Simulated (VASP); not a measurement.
# CdO (Fm-3m) in VASP: notebook

Aim: see how the results for CdO move with the level of theory and the settings. Levels: r2SCAN, LDA. Tasks: single point.

All numbers are computed with VASP 6.6.1; they aren't measurements. Logs are shortened: lines on timing, memory, paths and dates and some standing lists are left out, and cuts for length are marked.

## 1. The cell of the first run

It takes space group Fm-3m (No. 225, cubic). Conventional cell: a = 4.706 Å, b = 4.706 Å, c = 4.706 Å, α = 90.00°, β = 90.00°, γ = 90.00°. Within 3.1 Å of Cd (site symmetry m-3m) lie 6 O at 2.35 Å. Within 3.1 Å of O (site symmetry m-3m) lie 6 Cd at 2.35 Å.

## 2. Single point, r2SCAN

The input, POSCAR:

```
CdO
1.0
    0.0000000000      2.3530040401      2.3530040401
    2.3530040401      0.0000000000      2.3530040401
    2.3530040401      2.3530040401      0.0000000000
Cd O
1 1
Direct
    0.0000000000      0.0000000000      0.0000000000
    0.5000000000      0.5000000000      0.5000000000
```

The input, INCAR.step1:

```
SYSTEM = CdO
PREC = Accurate ; ENCUT = 770
ISMEAR = -1 ; SIGMA = 0.02
LREAL = .FALSE. ; LASPH = .TRUE.
NELM = 120 ; NBANDS = 20
GGA = PE ; ALGO = Normal
EDIFF = 1E-5 ; LWAVE = .TRUE.
LCHARG = .FALSE. ; GGA_COMPAT = .FALSE.
```

The input, INCAR.step2:

```
SYSTEM = CdO
PREC = Accurate ; ENCUT = 770
EDIFF = 1E-6 ; ISMEAR = -1
SIGMA = 0.02 ; LREAL = .FALSE.
LASPH = .TRUE. ; NELM = 120
ALGO = Normal ; ISIF = 2
LWAVE = .FALSE. ; LCHARG = .FALSE.
METAGGA = R2SCAN ; LMIXTAU = .TRUE.
NBANDS = 20 ; ISTART = 1
GGA_COMPAT = .FALSE.
```

The input, KPOINTS:

```
regular mesh
0
G
  6 6 6
  0 0 0
```

Potentials or basis: VASP PAW PBE potentials, release 64 (Cd_sv_GW, O).

Launch:

```
$ cat potpaw_PBE.64/Cd_sv_GW/POTCAR potpaw_PBE.64/O/POTCAR > POTCAR
$ cp INCAR.step1 INCAR
$ mpirun -np 1 vasp_std > vasp.out
$ cp INCAR.step2 INCAR
$ mpirun -np 1 vasp_std > vasp.out
```

OUTCAR:

```text
SYSTEM = CdO
   PREC = Accurate
   ENCUT = 770
   EDIFF = 1E-6
   ISMEAR = -1
   LREAL = .FALSE.
   LASPH = .TRUE.
   NELM = 120
   ISIF = 2
   METAGGA = R2SCAN
   ISTART = 1

 ion  position               nearest neighbor table
   1  0.000  0.000  0.000-
   2  0.500  0.500  0.500-

  LATTYP: Found a face centered cubic cell.
 ALAT       =     4.7060080802

  Lattice vectors:

 A1 = (   0.0000000000,   2.3530040401,   2.3530040401)
 A2 = (   2.3530040401,   0.0000000000,   2.3530040401)
 A3 = (   2.3530040401,   2.3530040401,   0.0000000000)

Analysis of symmetry for initial positions (statically):
=====================================================================
 Subroutine PRICEL returns:
 Original cell was already a primitive cell.

 Routine SETGRP: Setting up the symmetry group for a
 face centered cubic supercell.

 Subroutine GETGRP returns: Found 48 space group operations
 (whereof 48 operations were pure point group operations)
 out of a pool of 48 trial point group operations.

The static configuration has the point symmetry O_h .

Analysis of symmetry for dynamics (positions and initial velocities):
=====================================================================
 Subroutine PRICEL returns:
 Original cell was already a primitive cell.

 Routine SETGRP: Setting up the symmetry group for a
 face centered cubic supercell.

 Subroutine GETGRP returns: Found 48 space group operations
 (whereof 48 operations were pure point group operations)
 out of a pool of 48 trial point group operations.

The dynamic configuration has the point symmetry O_h .

 Subroutine INISYM returns: Found 48 space group operations
 (whereof 48 operations are pure point group operations),
 and found     1 'primitive' translations

----------------------------------------------------------------------------------------

                                     Primitive cell

  volume of cell :      26.0554

  direct lattice vectors                    reciprocal lattice vectors
     0.000000000  2.353004040  2.353004040    -0.212494323  0.212494323  0.212494323
     2.353004040  0.000000000  2.353004040     0.212494323 -0.212494323  0.212494323
     2.353004040  2.353004040  0.000000000     0.212494323  0.212494323 -0.212494323

  length of vectors
     3.327650226  3.327650226  3.327650226     0.368050963  0.368050963  0.368050963

  position of ions in fractional coordinates (direct lattice)
     0.000000000  0.000000000  0.000000000
     0.500000000  0.500000000  0.500000000

  ion indices of the primitive-cell ions
   primitive index   ion index
                 1           1
                 2           2

----------------------------------------------------------------------------------------

 KPOINTS: regular mesh

Automatic generation of k-mesh.
 Grid dimensions read from file:
 generate k-points for:    6    6    6

 Generating k-lattice:

  Cartesian coordinates                     Fractional coordinates (reciprocal lattice)
    -0.035415720  0.035415720  0.035415720     0.166666667  0.000000000  0.000000000
     0.035415720 -0.035415720  0.035415720     0.000000000  0.166666667  0.000000000
     0.035415720  0.035415720 -0.035415720     0.000000000  0.000000000  0.166666667

  Length of vectors
     0.061341827  0.061341827  0.061341827

  Shift w.r.t. Gamma in fractional coordinates (k-lattice)
     0.000000000  0.000000000  0.000000000

 Subroutine IBZKPT returns following result:
 ===========================================

 Found     16 irreducible k-points:

 Following reciprocal coordinates:
            Coordinates               Weight
  0.000000  0.000000  0.000000      1.000000
  0.166667  0.000000  0.000000      8.000000
  0.333333  0.000000  0.000000      8.000000
  0.500000  0.000000  0.000000      4.000000
  0.166667  0.166667  0.000000      6.000000
  0.333333  0.166667  0.000000     24.000000
[... 8 lines left out ...]
 -0.333333  0.333333  0.166667     24.000000
 -0.333333  0.500000  0.166667     12.000000
   k-points           NKPTS =     16   k-points in BZ     NKDIM =     16   number of bands    NBANDS=     20
   number of dos      NEDOS =    301   number of ions     NIONS =      2
   total plane-waves  NPLWV =  27000
   dimension x,y,z NGX =    30 NGY =   30 NGZ =   30
   dimension x,y,z NGXF=    60 NGYF=   60 NGZF=   60
   ions per type =               1   1
   NGX,Y,Z   is equivalent  to a cutoff of  14.99, 14.99, 14.99 a.u.
   NGXF,Y,Z  is equivalent  to a cutoff of  29.98, 29.98, 29.98 a.u.
 SYSTEM =  CdO
   PREC   = accura    normal or accurate (medium, high low for compatibility)
   ISTART =      1    job   : 0-new  1-cont  2-samecut
   ICHARG =      0    charge: 1-file 2-atom 10-const
   ISPIN  =      1    spin polarized calculation?
   LNONCOLLINEAR =      F non collinear calculations
   LSORBIT =      F    spin-orbit coupling
   LASPH  =      T    aspherical Exc in radial PAW
   ENCUT  =  770.0 eV  56.59 Ry    7.52 a.u.   7.53  7.53  7.53*2*pi/ulx,y,z
   NELM   =    120;   NELMIN=  2; NELMDL=  0     # of ELM steps
   EDIFF  = 0.1E-05   stopping-criterion for ELM
   LREAL  =      F    real-space projection
   EDIFFG = 0.1E-04   stopping-criterion for IOM
   NSW    =      0    number of steps for IOM
   IBRION =     -1    ionic relax: 0-MD 1-quasi-New 2-CG
   NFREE  =      0    steps in history (QN), initial steepest desc. (CG)
   ISIF   =      2    stress and relaxation
   ISYM   =      2    0-nonsym 1-usesym 2-fastsym
   POTIM  = 0.5000    time-step for ionic-motion
   TEBEG  =    0.0;   TEEND  =   0.0 temperature during run
   PSTRESS=    0.0 pullay stress
   NELECT =      26.0000    total number of electrons
   NUPDOWN=      -1.0000    fix difference up-down
   EMIN   =  10.00;   EMAX   =-10.00  energy-range for DOS
   EFERMI =   0.00;   METHOD = LEGACY
   ISMEAR =    -1;   SIGMA  =   0.02  broadening in eV -4-tet -1-fermi 0-gaus
   EFERMI_NEDOS =   21; number of points for ismear=-14 and -15
   IALGO  =     38    algorithm
   IMIX   =      4    mixing-type and parameters
     AMIX     =   0.40;   BMIX     =  1.00
     AMIX_MAG =   1.60;   BMIX_MAG =  1.00
  volume/ion in A,a.u.               =      13.03        87.92
  Fermi-wavevector in a.u.,A,eV,Ry     =   1.635937  3.091473 36.413140  2.676290
  Thomas-Fermi vector in A             =   2.727327
   LORBIT       =      0    0 simple, 1 ext, 2 COOP (PROOUT), +10 PAW based schemes
   METAGGA = R2SCAN    functional components
   LHFCALC =     F    Hartree Fock is set to
   AEXX    =    0.0000 exact exchange contribution
   IVDW    =     0    specifies the selected vdW correction
   LEPSILON=     F    determine dielectric tensor
   LRPA    =     F    only Hartree local field effects (RPA)
 non-spin polarized calculation
  energy-cutoff  :      770.00
  volume of cell :       26.06
 maximum number of plane-waves:      1283
   NGX = 15   NGY = 15   NGZ = 15

 number of electron      25.9999994 magnetization

 Free energy of the ion-electron system (eV)
  ---------------------------------------------------
  ext. energy  EPLUGINS =         0.00000000
  ---------------------------------------------------
  free energy    TOTEN  =       -28.67106792 eV

  energy without entropy =      -28.67078539  energy(sigma->0) =      -28.67092666

 E-fermi :   4.6705     XC(G=0): -12.5362

 val. band max:        4.5972226045   @ k =   0.5000   0.0000   0.0000
 cond. band min:       4.6971728304   @ k =   0.0000   0.0000   0.0000
 fundamental gap:      0.0999502259
 Fermi energy:         4.6705137585

 k-point     1 :       0.0000    0.0000    0.0000
  band No.  band energies     occupation
      1     -98.5792      2.00000
      2     -58.7607      2.00000
      3     -58.7607      2.00000
      4     -58.7607      2.00000
      5     -13.6485      2.00000
      6      -2.3069      2.00000
[... 12 lines left out ...]
     19      23.8644      0.00000
     20      23.8644      0.00000

 k-point     2 :       0.1667    0.0000    0.0000
  band No.  band energies     occupation
      1     -98.5791      2.00000
      2     -58.7648      2.00000
      3     -58.7613      2.00000
      4     -58.7613      2.00000
      5     -13.4777      2.00000
      6      -2.4253      2.00000
[... 12 lines left out ...]
     19      24.3104      0.00000
     20      24.3104      0.00000

 k-point     3 :       0.3333    0.0000    0.0000
  band No.  band energies     occupation
      1     -98.5785      2.00000
      2     -58.7727      2.00000
      3     -58.7626      2.00000
      4     -58.7626      2.00000
      5     -13.1120      2.00000
      6      -2.8607      2.00000
[... 12 lines left out ...]
     19      25.8302      0.00000
     20      25.8302      0.00000

 k-point     4 :       0.5000    0.0000    0.0000
  band No.  band energies     occupation
      1     -98.5783      2.00000
      2     -58.7767      2.00000
      3     -58.7632      2.00000
      4     -58.7632      2.00000
      5     -12.9147      2.00000
      6      -3.1749      2.00000
[... 12 lines left out ...]
     19      26.1009      0.00000
     20      27.6613      0.00000

 k-point     5 :       0.1667    0.1667    0.0000
  band No.  band energies     occupation
      1     -98.5790      2.00000
      2     -58.7645      2.00000
      3     -58.7623      2.00000
      4     -58.7623      2.00000
      5     -13.4401      2.00000
      6      -2.4640      2.00000
[... 12 lines left out ...]
     19      25.5753      0.00000
     20      27.7649      0.00000
[... 169 lines left out ...]
      6      -2.7397      2.00000
[... 12 lines left out ...]
     19      28.6708      0.00000
     20      30.0314      0.00000

 k-point    14 :       0.5000    0.3333    0.1667
  band No.  band energies     occupation
      1     -98.5782      2.00000
      2     -58.7726      2.00000
      3     -58.7675      2.00000
      4     -58.7646      2.00000
      5     -13.0264      2.00000
      6      -2.6180      2.00000
[... 12 lines left out ...]
     19      26.3384      0.00000
     20      28.8941      0.00000

 k-point    15 :      -0.3333    0.3333    0.1667
  band No.  band energies     occupation
      1     -98.5780      2.00000
      2     -58.7733      2.00000
      3     -58.7693      2.00000
      4     -58.7655      2.00000
      5     -12.9481      2.00000
      6      -2.7018      2.00000
[... 12 lines left out ...]
     19      24.4410      0.00000
     20      29.7170      0.00000

 k-point    16 :      -0.3333    0.5000    0.1667
  band No.  band energies     occupation
      1     -98.5779      2.00000
      2     -58.7735      2.00000
      3     -58.7692      2.00000
      4     -58.7671      2.00000
      5     -12.9835      2.00000
      6      -2.6057      2.00000
[... 12 lines left out ...]
     19      26.2787      0.00000
     20      29.9247      0.00000

------------------------ aborting loop because EDIFF is reached ----------------------------------------

  FORCE on cell =-STRESS in cart. coord.  units (eV):
  Direction    XX          YY          ZZ          XY          YZ          ZX
  --------------------------------------------------------------------------------------
  -------------------------------------------------------------------------------------
  Total       -0.0640485     -0.0640485     -0.0640485     -0.0000000     -0.0000000     -0.0000000
  in kB       -3.9384138     -3.9384138     -3.9384138     -0.0000000     -0.0000000     -0.0000000
  external PRESSURE =      -3.9384138 kB  Pullay stress =       0.0000000 kB

 VOLUME and BASIS-vectors are now :
 -----------------------------------------------------------------------------
  energy-cutoff  :      770.00
  volume of cell :       26.06
      direct lattice vectors                 reciprocal lattice vectors
     0.000000000  2.353004040  2.353004040    -0.212494323  0.212494323  0.212494323
     2.353004040  0.000000000  2.353004040     0.212494323 -0.212494323  0.212494323
     2.353004040  2.353004040  0.000000000     0.212494323  0.212494323 -0.212494323

 POSITION                                       TOTAL-FORCE (eV/Angst)
 -----------------------------------------------------------------------------------
      0.00000      0.00000      0.00000        -0.000000     -0.000000      0.000000
      2.35300      2.35300      2.35300         0.000000      0.000000     -0.000000
 -----------------------------------------------------------------------------------
    total drift:                               -0.000000      0.000000      0.000000

  FREE ENERGIE OF THE ION-ELECTRON SYSTEM (eV)
  ---------------------------------------------------
  free  energy   TOTEN  =       -28.6710679219 eV

  energy  without entropy=      -28.6707853904  energy(sigma->0) =      -28.67092666
```

Run time: 56 s. Hardware: 1 thread of Intel Xeon Platinum 8375C at 2.90GHz (Ice Lake), shared host; peak memory 0.19 GiB.

What came out:

```
Free energy            : -28.6711 eV
Pressure               : -0.4 GPa
Band gap on the k mesh : 0.10 eV (least direct gap 1.46 eV)
```

Caveat: semilocal functionals underestimate gaps, and a narrow one can read as zero; the PAW data sets were made with another functional, which shifts forces and pressure a little. A k mesh can miss the band edges.

## 3. Single point, LDA

The input, INCAR:

```
PREC = Accurate
ENCUT = 700
EDIFF = 1E-6
ISMEAR = -1
SIGMA = 0.02
LREAL = False
LASPH = True
NELM = 120
ALGO = Normal
ISIF = 2
LWAVE = False
LCHARG = False
NBANDS = 20
GGA_COMPAT = False
```

The input, KPOINTS:

```
Automatic mesh
0
Gamma
  6 6 6
```

POSCAR is that of step 2.

Potentials or basis: VASP PAW LDA potentials, release 64 (Cd_sv_GW, O).

Launch:

```
$ cat potpaw_LDA.64/Cd_sv_GW/POTCAR potpaw_LDA.64/O/POTCAR > POTCAR
$ mpirun -np 1 vasp_std > vasp.out
```

Wall time 16 s (1 thread of AMD EPYC 7R43 (Zen 3), shared host); peak memory 0.13 GiB.

It converged, with:

| Property | Result |
| --- | --- |
| Free energy | -9.4008 eV |
| Pressure | -6.5 GPa |
| Band gap on the k mesh | zero (bands 13 and 14 overlap by 0.50 eV) |

Levels at points of the mesh, in eV from the Fermi level:
| k point | band 11 | band 12 | band 13 | band 14 | band 15 | band 16 |
| --- | --- | --- | --- | --- | --- | --- |
| (0.00, 0.00, 0.00) | -1.43 | -1.43 | -1.43 | -0.54 | 14.30 | 16.81 |
| (0.50, 0.00, 0.00) | -3.88 | -0.04 | -0.04 | 4.23 | 7.10 | 11.57 |
| (0.50, 0.50, 0.00) | -4.43 | -2.40 | -2.40 | 3.62 | 8.30 | 11.06 |

Caveat: the k points lie up to 0.39 Å⁻¹ apart, too coarse for converged energies and pressures of a metal; semilocal functionals underestimate gaps, and a narrow one can read as zero.

The gap in the log of VASP goes by the Fermi energy; the results here count the filled bands.